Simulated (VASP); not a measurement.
# SnSe in VASP: further runs

SnSe is run at these levels: PBE; tasks: single point.

Program: VASP 6.6.1. These are calculated values, not measurements. Logs are shortened: lines on timing, memory, paths and dates and some standing lists are left out, and cuts for length are marked.

## (1) The cell of the first run

It takes space group Fm-3m (No. 225, cubic). The conventional cell has a = 6.004 Å, b = 6.004 Å, c = 6.004 Å, α = 90.00°, β = 90.00°, γ = 90.00°. Sn (site symmetry m-3m) has 6 Se at 3.00 Å within 4.0 Å. Se (site symmetry m-3m) has 6 Sn at 3.00 Å within 4.0 Å.

## (2) Single point, PBE

Input file INCAR:

```
SYSTEM = SnSe
ALGO     = Normal         ! electronic algorithm
EDIFF    = 1E-6           ! SCF threshold, eV
ENCUT    = 500            ! plane-wave cutoff, eV
GGA      = PE             ! functional
GGA_COMPAT= .False.      
ISIF     = 2              ! what is computed and relaxed
ISMEAR   = -1             ! smearing method
LASPH    = .True.         ! aspherical terms in the spheres
LCHARG   = .True.         ! write CHGCAR
LELF     = .True.         ! ELF
LREAL    = .False.        ! projectors in reciprocal space
LVHAR    = .True.       
LWAVE    = .False.        ! write WAVECAR
NBANDS   = 17             ! bands
NELM     = 120            ! most SCF steps
PREC     = Accurate       ! precision mode
SIGMA    = 0.02           ! smearing width, eV
```

Input file KPOINTS:

```
k-points
0
Gamma
  8 8 8
  0 0 0
```

Input file POSCAR:

```
SnSe
1.0
    0.0000000000      3.0021131537      3.0021131537
    3.0021131537      0.0000000000      3.0021131537
    3.0021131537      3.0021131537      0.0000000000
Sn Se
1 1
Direct
    0.0000000000      0.0000000000      0.0000000000
    0.5000000000      0.5000000000      0.5000000000
```

Potentials or basis: VASP PAW PBE potentials, release 64 (Sn_d, Se).

On the command line:

```console
$ cat potpaw_PBE.64/Sn_d/POTCAR potpaw_PBE.64/Se/POTCAR > POTCAR
$ mpirun -np 1 vasp_std > vasp.out
```

OUTCAR:

```text
SYSTEM = SnSe
   EDIFF = 1E-6
   ENCUT = 500
   GGA = PE
   ISIF = 2
   ISMEAR = -1
   LASPH = .True.
   LREAL = .False.
   NELM = 120
   PREC = Accurate

 ion  position               nearest neighbor table
   1  0.000  0.000  0.000-   2 3.00   2 3.00   2 3.00   2 3.00   2 3.00   2 3.00
   2  0.500  0.500  0.500-   1 3.00   1 3.00   1 3.00   1 3.00   1 3.00   1 3.00

  LATTYP: Found a face centered cubic cell.
 ALAT       =     6.0042263074

  Lattice vectors:

 A1 = (   0.0000000000,   3.0021131537,   3.0021131537)
 A2 = (   3.0021131537,   0.0000000000,   3.0021131537)
 A3 = (   3.0021131537,   3.0021131537,   0.0000000000)

Analysis of symmetry for initial positions (statically):
=====================================================================
 Subroutine PRICEL returns:
 Original cell was already a primitive cell.

 Routine SETGRP: Setting up the symmetry group for a
 face centered cubic supercell.

 Subroutine GETGRP returns: Found 48 space group operations
 (whereof 48 operations were pure point group operations)
 out of a pool of 48 trial point group operations.

The static configuration has the point symmetry O_h .

Analysis of symmetry for dynamics (positions and initial velocities):
=====================================================================
 Subroutine PRICEL returns:
 Original cell was already a primitive cell.

 Routine SETGRP: Setting up the symmetry group for a
 face centered cubic supercell.

 Subroutine GETGRP returns: Found 48 space group operations
 (whereof 48 operations were pure point group operations)
 out of a pool of 48 trial point group operations.

The dynamic configuration has the point symmetry O_h .

 Subroutine INISYM returns: Found 48 space group operations
 (whereof 48 operations are pure point group operations),
 and found     1 'primitive' translations

----------------------------------------------------------------------------------------

                                     Primitive cell

  volume of cell :      54.1142

  direct lattice vectors                    reciprocal lattice vectors
     0.000000000  3.002113154  3.002113154    -0.166549352  0.166549352  0.166549352
     3.002113154  0.000000000  3.002113154     0.166549352 -0.166549352  0.166549352
     3.002113154  3.002113154  0.000000000     0.166549352  0.166549352 -0.166549352

  length of vectors
     4.245629138  4.245629138  4.245629138     0.288471939  0.288471939  0.288471939

  position of ions in fractional coordinates (direct lattice)
     0.000000000  0.000000000  0.000000000
     0.500000000  0.500000000  0.500000000

  ion indices of the primitive-cell ions
   primitive index   ion index
                 1           1
                 2           2

----------------------------------------------------------------------------------------

 KPOINTS: k-points

Automatic generation of k-mesh.
 Grid dimensions read from file:
 generate k-points for:    8    8    8

 Generating k-lattice:

  Cartesian coordinates                     Fractional coordinates (reciprocal lattice)
    -0.020818669  0.020818669  0.020818669     0.125000000  0.000000000  0.000000000
     0.020818669 -0.020818669  0.020818669     0.000000000  0.125000000  0.000000000
     0.020818669  0.020818669 -0.020818669     0.000000000  0.000000000  0.125000000

  Length of vectors
     0.036058992  0.036058992  0.036058992

  Shift w.r.t. Gamma in fractional coordinates (k-lattice)
     0.000000000  0.000000000  0.000000000

 Subroutine IBZKPT returns following result:
 ===========================================

 Found     29 irreducible k-points:

 Following reciprocal coordinates:
            Coordinates               Weight
  0.000000  0.000000  0.000000      1.000000
  0.125000  0.000000  0.000000      8.000000
  0.250000  0.000000  0.000000      8.000000
  0.375000  0.000000  0.000000      8.000000
  0.500000  0.000000  0.000000      4.000000
  0.125000  0.125000  0.000000      6.000000
[... 16 lines left out ...]
  0.500000  0.250000  0.125000     48.000000
 -0.375000  0.250000  0.125000     24.000000
 [... further k-points ...]
   k-points           NKPTS =     29   k-points in BZ     NKDIM =     29   number of bands    NBANDS=     17
   number of dos      NEDOS =    301   number of ions     NIONS =      2
   total plane-waves  NPLWV =  32768
   dimension x,y,z NGX =    32 NGY =   32 NGZ =   32
   dimension x,y,z NGXF=    64 NGYF=   64 NGZF=   64
   ions per type =               1   1
   NGX,Y,Z   is equivalent  to a cutoff of  12.53, 12.53, 12.53 a.u.
   NGXF,Y,Z  is equivalent  to a cutoff of  25.06, 25.06, 25.06 a.u.
 SYSTEM =  SnSe
   PREC   = accura    normal or accurate (medium, high low for compatibility)
   ISTART =      0    job   : 0-new  1-cont  2-samecut
   ICHARG =      2    charge: 1-file 2-atom 10-const
   ISPIN  =      1    spin polarized calculation?
   LNONCOLLINEAR =      F non collinear calculations
   LSORBIT =      F    spin-orbit coupling
   LASPH  =      T    aspherical Exc in radial PAW
   ENCUT  =  500.0 eV  36.75 Ry    6.06 a.u.   7.74  7.74  7.74*2*pi/ulx,y,z
   NELM   =    120;   NELMIN=  2; NELMDL= -5     # of ELM steps
   EDIFF  = 0.1E-05   stopping-criterion for ELM
   LREAL  =      F    real-space projection
   EDIFFG = 0.1E-04   stopping-criterion for IOM
   NSW    =      0    number of steps for IOM
   IBRION =     -1    ionic relax: 0-MD 1-quasi-New 2-CG
   NFREE  =      0    steps in history (QN), initial steepest desc. (CG)
   ISIF   =      2    stress and relaxation
   ISYM   =      2    0-nonsym 1-usesym 2-fastsym
   POTIM  = 0.5000    time-step for ionic-motion
   TEBEG  =    0.0;   TEEND  =   0.0 temperature during run
   PSTRESS=    0.0 pullay stress
   NELECT =      20.0000    total number of electrons
   NUPDOWN=      -1.0000    fix difference up-down
   EMIN   =  10.00;   EMAX   =-10.00  energy-range for DOS
   EFERMI =   0.00;   METHOD = LEGACY
   ISMEAR =    -1;   SIGMA  =   0.02  broadening in eV -4-tet -1-fermi 0-gaus
   EFERMI_NEDOS =   21; number of points for ismear=-14 and -15
   IALGO  =     38    algorithm
   IMIX   =      4    mixing-type and parameters
     AMIX     =   0.40;   BMIX     =  1.00
     AMIX_MAG =   1.60;   BMIX_MAG =  1.00
  volume/ion in A,a.u.               =      27.06       182.59
  Fermi-wavevector in a.u.,A,eV,Ry     =   1.174846  2.220138 18.779634  1.380264
  Thomas-Fermi vector in A             =   2.311237
   LORBIT       =      0    0 simple, 1 ext, 2 COOP (PROOUT), +10 PAW based schemes
   GGA     = PE    functional components
   LHFCALC =     F    Hartree Fock is set to
   AEXX    =    0.0000 exact exchange contribution
   IVDW    =     0    specifies the selected vdW correction
   LEPSILON=     F    determine dielectric tensor
   LRPA    =     F    only Hartree local field effects (RPA)
 non-spin polarized calculation
  energy-cutoff  :      500.00
  volume of cell :       54.11
 maximum number of plane-waves:      1387
   NGX = 15   NGY = 15   NGZ = 15

 number of electron      20.0000007 magnetization

 Free energy of the ion-electron system (eV)
  ---------------------------------------------------
  ext. energy  EPLUGINS =         0.00000000
  ---------------------------------------------------
  free energy    TOTEN  =        -8.21581883 eV

  energy without entropy =       -8.21581883  energy(sigma->0) =       -8.21581883

 E-fermi :   5.9728     XC(G=0):  -9.6355

 val. band max:        5.6661876454   @ k =   0.5000   0.0000   0.0000
 cond. band min:       6.2830094820   @ k =   0.5000   0.0000   0.0000
 fundamental gap:      0.6168218365
 Fermi energy:         5.9727557726

 k-point     1 :       0.0000    0.0000    0.0000
  band No.  band energies     occupation
      1     -15.9291      2.00000
      2     -15.9291      2.00000
      3     -15.9291      2.00000
      4     -15.9272      2.00000
      5     -15.9272      2.00000
      6      -8.2458      2.00000
[... 9 lines left out ...]
     16      11.5314      0.00000
     17      13.8441      0.00000

 k-point     2 :       0.1250    0.0000    0.0000
  band No.  band energies     occupation
      1     -15.9290      2.00000
      2     -15.9290      2.00000
      3     -15.9287      2.00000
      4     -15.9266      2.00000
      5     -15.9266      2.00000
      6      -8.1350      2.00000
[... 9 lines left out ...]
     16      11.9040      0.00000
     17      14.8776      0.00000

 k-point     3 :       0.2500    0.0000    0.0000
  band No.  band energies     occupation
      1     -15.9318      2.00000
      2     -15.9318      2.00000
      3     -15.9278      2.00000
      4     -15.9220      2.00000
      5     -15.9220      2.00000
      6      -7.8365      2.00000
[... 9 lines left out ...]
     16      12.8682      0.00000
     17      17.0389      0.00000

 k-point     4 :       0.3750    0.0000    0.0000
  band No.  band energies     occupation
      1     -15.9347      2.00000
      2     -15.9347      2.00000
      3     -15.9269      2.00000
      4     -15.9173      2.00000
      5     -15.9173      2.00000
      6      -7.4751      2.00000
[... 9 lines left out ...]
     16      14.3497      0.00000
     17      17.1509      0.00000
[... 343 lines left out ...]
      1     -15.9376      2.00000
      2     -15.9297      2.00000
      3     -15.9279      2.00000
      4     -15.9204      2.00000
      5     -15.9182      2.00000
      6      -7.5983      2.00000
[... 9 lines left out ...]
     16      15.1225      0.00000
     17      15.2839      0.00000

 k-point    23 :       0.5000    0.2500    0.1250
  band No.  band energies     occupation
      1     -15.9403      2.00000
      2     -15.9299      2.00000
      3     -15.9267      2.00000
      4     -15.9186      2.00000
      5     -15.9160      2.00000
      6      -7.2920      2.00000
[... 9 lines left out ...]
     16      15.3821      0.00000
     17      16.7933      0.00000

 k-point    24 :      -0.3750    0.2500    0.1250
  band No.  band energies     occupation
      1     -15.9412      2.00000
      2     -15.9309      2.00000
      3     -15.9238      2.00000
      4     -15.9199      2.00000
      5     -15.9146      2.00000
      6      -7.1475      2.00000
[... 9 lines left out ...]
     16      16.4938      0.00000
     17      16.5699      0.00000

 [... further k-points ...]

------------------------ aborting loop because EDIFF is reached ----------------------------------------

  FORCE on cell =-STRESS in cart. coord.  units (eV):
  Direction    XX          YY          ZZ          XY          YZ          ZX
  --------------------------------------------------------------------------------------
  -------------------------------------------------------------------------------------
  Total        0.4506676      0.4506676      0.4506676     -0.0000000      0.0000000     -0.0000000
  in kB       13.3430688     13.3430688     13.3430688     -0.0000000      0.0000000     -0.0000000
  external PRESSURE =      13.3430688 kB  Pullay stress =       0.0000000 kB

 VOLUME and BASIS-vectors are now :
 -----------------------------------------------------------------------------
  energy-cutoff  :      500.00
  volume of cell :       54.11
      direct lattice vectors                 reciprocal lattice vectors
     0.000000000  3.002113154  3.002113154    -0.166549352  0.166549352  0.166549352
     3.002113154  0.000000000  3.002113154     0.166549352 -0.166549352  0.166549352
     3.002113154  3.002113154  0.000000000     0.166549352  0.166549352 -0.166549352

 POSITION                                       TOTAL-FORCE (eV/Angst)
 -----------------------------------------------------------------------------------
      0.00000      0.00000      0.00000        -0.000000     -0.000000     -0.000000
      3.00211      3.00211      3.00211         0.000000      0.000000      0.000000
 -----------------------------------------------------------------------------------
    total drift:                                0.000000     -0.000000     -0.000000

  FREE ENERGIE OF THE ION-ELECTRON SYSTEM (eV)
  ---------------------------------------------------
  free  energy   TOTEN  =        -8.2158188289 eV

  energy  without entropy=       -8.2158188267  energy(sigma->0) =       -8.21581883
```

Wall time 35 s (1 thread of Intel Xeon 8259CL, shared host); peak memory 0.18 GiB.

What came out:

```
Free energy            : -8.2158 eV
Pressure               : 1.3 GPa
Band gap on the k mesh : 0.62 eV, direct
```

Caveat: spin-orbit coupling is left out, which moves the levels of the heavy elements. A k mesh can miss the band edges.

(Part 1 of 2 ends here.)
